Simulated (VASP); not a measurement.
# Si (Fd-3m) in VASP: elastic constants with PBEsol

Aim: the elastic constants of Si with PBEsol.

Program: VASP 6.6.1. These are calculated values, not measurements. Logs are shortened: lines on timing, memory, paths and dates and some standing lists are left out, and cuts for length are marked.

## 1. The cell of the first run

Symmetry: Fd-3m, No. 227, cubic system. The conventional cell has a = 5.434 Å, b = 5.434 Å, c = 5.434 Å, α = 90.00°, β = 90.00°, γ = 90.00°. Within 3.1 Å of Si (site symmetry -43m) lie 4 Si at 2.35 Å.

## 2. Elastic constants, PBEsol

INCAR reads:

```
  ALGO = Normal
  EDIFF = 1E-8
  ENCUT = 600
  GGA = PS
  IBRION = 6
  ISIF = 3
  ISMEAR = 0
  LASPH = True
  LCHARG = False
  LREAL = False
  LWAVE = False
  NELM = 80
  NFREE = 2
  NSW = 1
  POTIM = 0.015
  PREC = Accurate
  SIGMA = 0.01
```

KPOINTS reads:

```
k-points
0
Gamma
  8 8 8
```

POSCAR reads:

```
Si
1.0
    0.0000000000      2.7168137247      2.7168137247
    2.7168137247      0.0000000000      2.7168137247
    2.7168137247      2.7168137247      0.0000000000
Si
2
Direct
    0.2500000000      0.2500000000      0.2500000000
    0.0000000000      0.0000000000      0.0000000000
```

Potentials or basis: VASP PAW PBE potentials, release 64 (Si).

Started as:

```
$ cat potpaw_PBE.64/Si/POTCAR > POTCAR
$ mpirun -np 1 vasp_std > vasp.out
```

OUTCAR:

```text
EDIFF = 1E-8
   ENCUT = 600
   GGA = PS
   IBRION = 6
   ISIF = 3
   ISMEAR = 0
   LASPH = True
   LREAL = False
   NELM = 80
   NFREE = 2
   NSW = 1
   POTIM = 0.015
   PREC = Accurate

 ion  position               nearest neighbor table
   1  0.250  0.250  0.250-   2 2.35   2 2.35   2 2.35   2 2.35
   2  0.000  0.000  0.000-   1 2.35   1 2.35   1 2.35   1 2.35

  LATTYP: Found a face centered cubic cell.
 ALAT       =     5.4336274494

  Lattice vectors:

 A1 = (   0.0000000000,   2.7168137247,   2.7168137247)
 A2 = (   2.7168137247,   0.0000000000,   2.7168137247)
 A3 = (   2.7168137247,   2.7168137247,   0.0000000000)

Analysis of symmetry for initial positions (statically):
=====================================================================
 Subroutine PRICEL returns:
 Original cell was already a primitive cell.

 Routine SETGRP: Setting up the symmetry group for a
 face centered cubic supercell.

 Subroutine GETGRP returns: Found 48 space group operations
 (whereof 24 operations were pure point group operations)
 out of a pool of 48 trial point group operations.

The static configuration has the point symmetry T_d .
 The point group associated with its full space group is O_h .

Analysis of symmetry for dynamics (positions and initial velocities):
=====================================================================
 Subroutine PRICEL returns:
 Original cell was already a primitive cell.

 Routine SETGRP: Setting up the symmetry group for a
 face centered cubic supercell.

 Subroutine GETGRP returns: Found 48 space group operations
 (whereof 24 operations were pure point group operations)
 out of a pool of 48 trial point group operations.

The dynamic configuration has the point symmetry T_d .
 The point group associated with its full space group is O_h .

 Subroutine INISYM returns: Found 48 space group operations
 (whereof 24 operations are pure point group operations),
 and found     1 'primitive' translations

----------------------------------------------------------------------------------------

                                     Primitive cell

  volume of cell :      40.1060

  direct lattice vectors                    reciprocal lattice vectors
     0.000000000  2.716813725  2.716813725    -0.184039117  0.184039117  0.184039117
     2.716813725  0.000000000  2.716813725     0.184039117 -0.184039117  0.184039117
     2.716813725  2.716813725  0.000000000     0.184039117  0.184039117 -0.184039117

  length of vectors
     3.842154816  3.842154816  3.842154816     0.318765102  0.318765102  0.318765102

  position of ions in fractional coordinates (direct lattice)
     0.250000000  0.250000000  0.250000000
     0.000000000  0.000000000  0.000000000

  ion indices of the primitive-cell ions
   primitive index   ion index
                 1           1
                 2           2

----------------------------------------------------------------------------------------

 KPOINTS: k-points

Automatic generation of k-mesh.
 Grid dimensions read from file:
 generate k-points for:    8    8    8

 Generating k-lattice:

  Cartesian coordinates                     Fractional coordinates (reciprocal lattice)
    -0.023004890  0.023004890  0.023004890     0.125000000  0.000000000  0.000000000
     0.023004890 -0.023004890  0.023004890     0.000000000  0.125000000  0.000000000
     0.023004890  0.023004890 -0.023004890     0.000000000  0.000000000  0.125000000

  Length of vectors
     0.039845638  0.039845638  0.039845638

  Shift w.r.t. Gamma in fractional coordinates (k-lattice)
     0.000000000  0.000000000  0.000000000

 Subroutine IBZKPT returns following result:
 ===========================================

 Found     29 irreducible k-points:

 Following reciprocal coordinates:
            Coordinates               Weight
  0.000000  0.000000  0.000000      1.000000
  0.125000  0.000000  0.000000      8.000000
  0.250000  0.000000  0.000000      8.000000
[... 53 lines left out ...]
   EMIN   =  10.00;   EMAX   =-10.00  energy-range for DOS
   EFERMI =   0.00;   METHOD = LEGACY
   ISMEAR =     0;   SIGMA  =   0.01  broadening in eV -4-tet -1-fermi 0-gaus
   EFERMI_NEDOS =   21; number of points for ismear=-14 and -15
   IALGO  =     38    algorithm
   IMIX   =      4    mixing-type and parameters
     AMIX     =   0.40;   BMIX     =  1.00
     AMIX_MAG =   1.60;   BMIX_MAG =  1.00
  volume/ion in A,a.u.               =      20.05       135.32
  Fermi-wavevector in a.u.,A,eV,Ry     =   0.956537  1.807592 12.448820  0.914962
  Thomas-Fermi vector in A             =   2.085474
   LORBIT       =      0    0 simple, 1 ext, 2 COOP (PROOUT), +10 PAW based schemes
   GGA     = PS    functional components
   LHFCALC =     F    Hartree Fock is set to
   AEXX    =    0.0000 exact exchange contribution
   IVDW    =     0    specifies the selected vdW correction
   LEPSILON=     F    determine dielectric tensor
   LRPA    =     F    only Hartree local field effects (RPA)
 finite differences with symmetry
 non-spin polarized calculation
 Gauss-broadening in eV      SIGMA  =   0.01
  energy-cutoff  :      600.00
  volume of cell :       40.11
 maximum number of plane-waves:      1363
   NGX = 15   NGY = 15   NGZ = 15

--------------------------------------- Ionic step        1  -------------------------------------------

 number of electron       7.9999999 magnetization

 Free energy of the ion-electron system (eV)
  ---------------------------------------------------
  ext. energy  EPLUGINS =         0.00000000
  ---------------------------------------------------
  free energy    TOTEN  =       -11.48907052 eV

  energy without entropy =      -11.48907052  energy(sigma->0) =      -11.48907052

------------------------ aborting loop because EDIFF is reached ----------------------------------------

  FORCE on cell =-STRESS in cart. coord.  units (eV):
  Direction    XX          YY          ZZ          XY          YZ          ZX
  --------------------------------------------------------------------------------------
  -------------------------------------------------------------------------------------
  Total        0.0301994      0.0301994      0.0301994      0.0000000      0.0000000     -0.0000000
  in kB        1.2064241      1.2064241      1.2064241      0.0000000      0.0000000     -0.0000000
  external PRESSURE =       1.2064241 kB  Pullay stress =       0.0000000 kB
[... 89 lines left out ...]
  FREE ENERGIE OF THE ION-ELECTRON SYSTEM (eV)
  ---------------------------------------------------
  free  energy   TOTEN  =       -11.4841686934 eV

  energy  without entropy=      -11.4841686934  energy(sigma->0) =      -11.48416869

[... ionic steps 4 to 12 ...]

--------------------------------------- Ionic step       13  -------------------------------------------

 number of electron       8.0000000 magnetization

------------------------ aborting loop because EDIFF is reached ----------------------------------------
[... 67 lines left out ...]
--------------------------------------- Ionic step       15  -------------------------------------------

 number of electron       8.0000000 magnetization

 Free energy of the ion-electron system (eV)
  ---------------------------------------------------
  ext. energy  EPLUGINS =         0.00000000
  ---------------------------------------------------
  free energy    TOTEN  =       -11.48756447 eV

  energy without entropy =      -11.48756447  energy(sigma->0) =      -11.48756447

 E-fermi :   5.9499     XC(G=0):  -9.5466

 val. band max:        5.8473395624   @ k =   0.0000   0.0000   0.0000
 cond. band min:       6.2790253123   @ k =   0.0000   0.3750   0.3750
 fundamental gap:      0.4316857499
 Fermi energy:         5.9498562543

 k-point     1 :       0.0000    0.0000    0.0000
  band No.  band energies     occupation
      1      -6.2045      2.00000
      2       5.7034      2.00000
      3       5.7759      2.00000
      4       5.8473      2.00000
      5       8.2491      0.00000
      6       8.2904      0.00000
      7       8.3333      0.00000
      8       9.0809      0.00000
[... 243 lines left out ...]
 k-point    24 :      -0.3750    0.2500    0.1250
  band No.  band energies     occupation
      1      -3.3012      2.00000
      2      -1.0735      2.00000
      3       2.2868      2.00000
      4       3.6190      2.00000
      5       8.7670      0.00000
      6       8.8489      0.00000
      7      11.6234      0.00000
      8      12.7783      0.00000

 [... further k-points ...]
[... 5 lines left out ...]
  --------------------------------------------------------------------------------------
  -------------------------------------------------------------------------------------
  Total        0.0297153      0.0334278      0.0334278      0.0000000      0.1476637      0.0000000
  in kB        1.1870823      1.3353907      1.3353907      0.0000000      5.8989484      0.0000000
  external PRESSURE =       1.2859546 kB  Pullay stress =       0.0000000 kB
[... 17 lines left out ...]
  FREE ENERGIE OF THE ION-ELECTRON SYSTEM (eV)
  ---------------------------------------------------
  free  energy   TOTEN  =       -11.4875644734 eV

  energy  without entropy=      -11.4875644734  energy(sigma->0) =      -11.48756447

 INTERNAL STRAIN TENSORS FROM STRAINED CELLS
 ============================================

 INTERNAL STRAIN TENSOR FOR ION    1 for displacements in x,y,z  (eV/Angst):
          X           Y           Z          XY          YZ          ZX
  --------------------------------------------------------------------------------
  x    -0.00000    -0.00000    -0.00000     0.00000    -9.86333    -0.00000
  y    -0.00000    -0.00000    -0.00000     0.00000     0.00000    -9.86327
  z    -0.00000    -0.00000    -0.00000    -9.86341    -0.00000    -0.00000

 INTERNAL STRAIN TENSORS FROM DISPLACED ATOMS
 ============================================

 INTERNAL STRAIN TENSOR FOR ION    1 for displacements in x,y,z  (eV/Angst):
          X           Y           Z          XY          YZ          ZX
  --------------------------------------------------------------------------------
  x     0.00000     0.00000     0.00000     0.00000    -9.85147     0.00000
  y    -0.00000     0.00000    -0.00000     0.00000     0.00000    -9.85147
  z     0.00000     0.00000     0.00000    -9.85147     0.00000     0.00000

 INTERNAL STRAIN TENSOR FOR ION    2 for displacements in x,y,z  (eV/Angst):
          X           Y           Z          XY          YZ          ZX
  --------------------------------------------------------------------------------
  x    -0.00000    -0.00000    -0.00000     0.00000     9.85147     0.00000
  y     0.00000    -0.00000     0.00000     0.00000     0.00000     9.85147
  z    -0.00000    -0.00000    -0.00000     9.85147     0.00000     0.00000

 Eigenvectors and eigenvalues of the dynamical matrix
 ----------------------------------------------------

   1 f  =   15.263976 THz    95.906392 2PiTHz  509.151447 cm-1    63.126706 meV
             X         Y         Z           dx          dy          dz
      1.358407  1.358407  1.358407     0.707107    0.000000    0.000000
      0.000000  0.000000  0.000000    -0.707107    0.000000    0.000000
[... 16 lines left out ...]
   5 f  =    0.000000 THz     0.000000 2PiTHz    0.000000 cm-1     0.000000 meV
             X         Y         Z           dx          dy          dz
      1.358407  1.358407  1.358407     0.707107    0.000000    0.000000
      0.000000  0.000000  0.000000     0.707107    0.000000    0.000000

   6 f/i=    0.000000 THz     0.000001 2PiTHz    0.000007 cm-1     0.000001 meV
             X         Y         Z           dx          dy          dz
      1.358407  1.358407  1.358407     0.000000    0.159230    0.688945
      0.000000  0.000000  0.000000     0.000000    0.159230    0.688945

--------------------------------------------------------------------------------------------------------

 ELASTIC MODULI CONTR FROM IONIC RELAXATION (kBar)
 Direction    XX          YY          ZZ          XY          YZ          ZX
 --------------------------------------------------------------------------------
 XX          -0.0000     -0.0000     -0.0000      0.0000      0.0000     -0.0000
 YY          -0.0000     -0.0000     -0.0000      0.0000      0.0000      0.0000
 ZZ          -0.0000     -0.0000     -0.0000      0.0000      0.0000     -0.0000
 XY           0.0000      0.0000      0.0000   -289.6176      0.0000      0.0000
 YZ           0.0000      0.0000      0.0000      0.0000   -289.6176      0.0000
 ZX          -0.0000      0.0000     -0.0000      0.0000      0.0000   -289.6176
 --------------------------------------------------------------------------------

 TOTAL ELASTIC MODULI (kBar)
 Direction    XX          YY          ZZ          XY          YZ          ZX
 --------------------------------------------------------------------------------
 XX        1569.4937    628.9822    628.9822      0.0000      0.0000     -0.0000
 YY         628.9822   1569.4937    628.9822      0.0000      0.0000      0.0000
 ZZ         628.9822    628.9822   1569.4937      0.0000      0.0000     -0.0000
 XY           0.0000      0.0000      0.0000    741.4290      0.0000      0.0000
 YZ           0.0000      0.0000      0.0000      0.0000    741.4290      0.0000
 ZX          -0.0000      0.0000     -0.0000      0.0000      0.0000    741.4290
 --------------------------------------------------------------------------------
```

Wall time 5.3 min (1 thread of Intel Xeon Platinum 8259CL at 2.50GHz (Skylake/Cascade Lake), shared host); peak memory 0.23 GiB.

What came out:

| Item | Value |
| --- | --- |
| Elastic constants C11, C12, C44 | 157, 63, 74 GPa |
| Voigt bulk modulus | 94 GPa |
| Highest phonon frequency at Γ | 509 cm⁻¹ |

Phonon frequencies in cm⁻¹ (negative: imaginary):
```tsv
q point	frequencies
(0.000, 0.000, 0.000)	0 0 0 509 509 509
```

Elastic tensor in Voigt notation (GPa, in the Cartesian axes of the cell as first typed):
```
157  63  63   0   0   0
 63 157  63   0   0   0
 63  63 157   0   0   0
  0   0   0  74   0   0
  0   0   0   0  74   0
  0   0   0   0   0  74
```

Clamped-ion elastic tensor (GPa):
```
157  63  63   0   0   0
 63 157  63   0   0   0
 63  63 157   0   0   0
  0   0   0 103   0   0
  0   0   0   0 103   0
  0   0   0   0   0 103
```

Caveat: the PAW data sets were made with another functional, which shifts forces and pressure a little.
